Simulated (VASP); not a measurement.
Write the native input for VASP 6.6.1 that does the following.

| Quantity | Value |
| --- | --- |
| Task | single point |
| Functional | PBE |
| Dispersion | D3(BJ) |
| Potentials or basis | VASP PAW PBE potentials, release 64 (Al) |
| Cutoff | 520 eV |
| k mesh | 18 × 18 × 6 |
| Occupations | gaussian, width 0.1 eV |
| Spin | no spin polarisation |
| Dipole correction | no |
| Further INCAR settings | ALGO = Fast; EDIFF = 1e-06; NBANDS = 14 |

The structure of Al lies in POSCAR:

```
Al
1.0
    2.9041064442      0.0000000000      0.0000000000
   -1.4520532221      2.5150299560      0.0000000000
    0.0000000000      0.0000000000      9.5501981430
Al
4
Direct
    0.0000000000      0.0000000000      0.0000000000
    0.3333333333      0.6666666667      0.2500000000
    0.0000000000      0.0000000000      0.5000000000
    0.6666666667      0.3333333333      0.7500000000
```

This isn't the form of Al at room conditions, which is fcc.

These files were run (other wordings do the same):

INCAR

```
ALGO     = Fast           # electronic algorithm
EDIFF    = 1E-6           # SCF threshold, eV
ENCUT    = 520            # plane-wave cutoff, eV
GGA      = PE             # functional
ISIF     = 2              # what is computed and relaxed
ISMEAR   = 0              # smearing method
IVDW     = 12             # dispersion correction
LASPH    = True           # aspherical terms in the spheres
LCHARG   = False          # write CHGCAR
LREAL    = False          # projectors in reciprocal space
LWAVE    = False          # write WAVECAR
NBANDS   = 14             # bands
NELM     = 100            # most SCF steps
PREC     = Accurate       # precision mode
SIGMA    = 0.1            # smearing width, eV
```

KPOINTS

```
k-points
0
Gamma
  18 18 6
```

Potentials or basis: VASP PAW PBE potentials, release 64 (Al).

Launch:

```bash
$ cat potpaw_PBE.64/Al/POTCAR > POTCAR
$ mpirun -np 1 vasp_std > vasp.out
```

It gave:

The pressure is -6.6 GPa. The band gap on the k mesh is zero (bands 6 and 7 overlap by 5.24 eV). The dispersion energy per atom is -0.318 eV.

Caveat: the cell stands under tension.

Wall time 2.6 min on 1 thread of Intel Xeon 8259CL (shared host), peak memory 0.27 GiB.
